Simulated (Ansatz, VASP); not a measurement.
# WS2 in VASP and in Ansatz

INCAR

```
SYSTEM = WS2
  PREC = Accurate
  ENCUT = 520
  EDIFF = 1E-6
  ISMEAR = 0
  SIGMA = 0.05
  LREAL = .False.
  LASPH = .True.
  NELM = 150
  ALGO = Normal
  ISIF = 2
  LWAVE = .False.
  LCHARG = .False.
  ISPIN = 2
  MAGMOM = 2 2 0 0 0 0
  LORBIT = 11
  LMAXMIX = 4
  LDAU = .True.
  LDAUTYPE = 2
  LDAUL = 2 -1
  LDAUU = 3 0
  LDAUJ = 0 0
  LDAUPRINT = 1
  GGA = CA
  NBANDS = 39
```

The input KPOINTS:

```
regular mesh
0
Gamma
  7 7 2
  0 0 0
```

POSCAR

```
WS2
1.0
    3.1799994900      0.0000000000      0.0000000000
   -1.5899997400      2.7539603400      0.0000000000
    0.0000000000      0.0000000000     12.4999993200
W S
2 4
Direct
    0.3333333333      0.6666666667      0.2500000000
    0.6666666667      0.3333333333      0.7500000000
    0.3333333333      0.6666666667      0.6200000000
    0.6666666667      0.3333333333      0.1200000000
    0.3333333333      0.6666666667      0.8800000000
    0.6666666667      0.3333333333      0.3800000000
```

Input for Ansatz:

```yaml
crystal:
  lattice:
    - [3.17999949, 0.0, 0.0]
    - [-1.58999974, 2.75396034, 0.0]
    - [0.0, 0.0, 12.49999932]
  atoms:
    - { symbol: W, position: [0.3333333333, 0.6666666667, 0.25], spin: 2.0 }
    - { symbol: W, position: [0.6666666667, 0.3333333333, 0.75], spin: 2.0 }
    - { symbol: S, position: [0.3333333333, 0.6666666667, 0.62] }
    - { symbol: S, position: [0.6666666667, 0.3333333333, 0.12] }
    - { symbol: S, position: [0.3333333333, 0.6666666667, 0.88] }
    - { symbol: S, position: [0.6666666667, 0.3333333333, 0.38] }
basis:
  ecutwfc: 420
  ecutrho_ratio: 4
kpoints:
  mp_grid: { grid: [7, 7, 2] }
hamiltonian:
  xc: lda
  hubbard:
    sites: [{ site: 0, l: d, u_eff: 3.0 }, { site: 1, l: d, u_eff: 3.0 }]
scf:
  occupations: { method: gaussian, width: 0.05 }
  lower_state_search: "off"
  max_iter: 150
output:
  forces: true
  stress: true
  eigenvalues: true
  populations: true
  hubbard: { sites: [{ site: 0, l: d }, { site: 1, l: d }] }
magnetization:
  spin_polarized: true
```

Alike in both runs: task single point; functional LDA; k mesh 7 × 7 × 2; occupations gaussian, width 0.05 eV; collinear spin; Hubbard terms W d U = 3.0 eV.

|  | VASP | Ansatz |
| --- | --- | --- |
| version | VASP 6.6.1 | Ansatz 0.2.0 |
| potentials or method | VASP PAW LDA potentials, release 64 (W_sv, S), cutoff 520 eV | scalar-relativistic, plane waves, PAW |
| valence electrons in the cell | 52 | 52 |

Ansatz gave:

| Property | Result |
| --- | --- |
| gap on the k mesh at the Fermi level (eV) | 1.10 |
| least direct gap on the mesh (eV) | 2.17 |
| pressure (GPa) | -11.3 |
| traceless stress, the component that is largest in VASP (GPa) | -3.52 |
| rms of the force components (eV/Å) | 0.694 |
| net moment per atom (μB) | 0.00 |

Task: Estimate VASP's values.

Result: gap on the k mesh at the Fermi level (eV): 1.03; least direct gap on the mesh (eV): 2.23; pressure (GPa): -8.9; traceless stress, the component that is largest in VASP (GPa): -3.21; rms of the force components (eV/Å): 0.562; net moment per atom (μB): 0.00.

LDA's correlation is that of Perdew and Zunger in VASP and of Perdew and Wang (1992) in Ansatz. The programs project onto different local orbitals, so the same U acts differently, and such runs can settle in different states. Atom by atom the forces differ by 0.131 eV/Å (rms over components). Ansatz's warnings: seeded moment not kept.

Neither program's run includes spin-orbit coupling.
